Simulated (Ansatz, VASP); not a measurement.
# SiSnO4: VASP beside Ansatz

```xyz
12
Lattice="4.4633 0.0000 0.0000 0.0000 4.4633 0.0000 0.0000 0.0000 5.9120" Properties=species:S:1:pos:R:3 pbc="T T T"
Sn    0.0000    2.2317    0.7940
Sn    2.2317    0.0000    5.1180
O     3.0423    3.6527    0.9096
O     1.4210    0.8106    0.9096
O     3.6527    1.4210    5.0024
O     0.8106    3.0423    5.0024
O     3.1399    3.5551    3.5384
O     1.3234    0.9082    3.5384
O     3.5551    1.3234    2.3736
O     0.9082    3.1399    2.3736
Si    0.0000    2.2317    3.6269
Si    2.2317    0.0000    2.2851
```

Alike in both runs: task single point; functional r2SCAN; k mesh 6 × 6 × 4; no spin polarisation.

|  | VASP | Ansatz |
| --- | --- | --- |
| version | VASP 6.6.1 | Ansatz 0.2.0 |
| potentials or method | VASP PAW PBE potentials, release 64 (Sn_d, O, Si) | plane waves, PAW |
| plane-wave cutoff (eV) | 520 | 500 |
| occupations | gaussian, width 0.01 eV | fixed |
| valence electrons in the cell | 84 | 84 |

Ansatz gave:

| Property | Result |
| --- | --- |
| gap on the k mesh at the Fermi level (eV) | 2.91 |
| pressure (GPa) | 0.0 |
| rms of the force components (eV/Å) | 0.001 |

What did VASP give for the same quantities?

gap on the k mesh at the Fermi level (eV): 2.92; pressure (GPa): 1.0; rms of the force components (eV/Å): 0.030.

VASP's potentials were made for PBE, not for r2SCAN.
